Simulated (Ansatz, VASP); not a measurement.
# Two plane-wave programs on Zr

```
Zr
1.0
    -1.81000    1.81000    1.81000
     1.81000   -1.81000    1.81000
     1.81000    1.81000   -1.81000
Zr
1
Cartesian
  0.0000 0.0000 0.0000
```

Alike in both runs: functional LDA; k mesh 10 × 10 × 10; collinear spin.

|  | VASP | Ansatz |
| --- | --- | --- |
| version | VASP 6.6.1 | Ansatz 0.2.0 |
| potentials or method | VASP PAW LDA potentials, release 64 (Zr_sv) | JTH PAW LDA |
| plane-wave cutoff (eV) | 500 | 990 |
| occupations | methfessel-paxton of order 1, width 0.15 eV | cold, width 0.15 eV |
| valence electrons in the cell | 12 | 12 |
| task | single point | band structure |

```tsv
	VASP	Ansatz	Ansatz less VASP
gap on the k mesh at the Fermi level (eV)	none	none	-
pressure (GPa)	-9.9	-9.9	-0.03
net moment per atom (μB)	0.00	0.00	0.000
```

LDA's correlation is that of Perdew and Zunger in VASP and of Perdew and Wang (1992) in Ansatz. A gap of «none» marks a metal or a gap that the smearing closes.
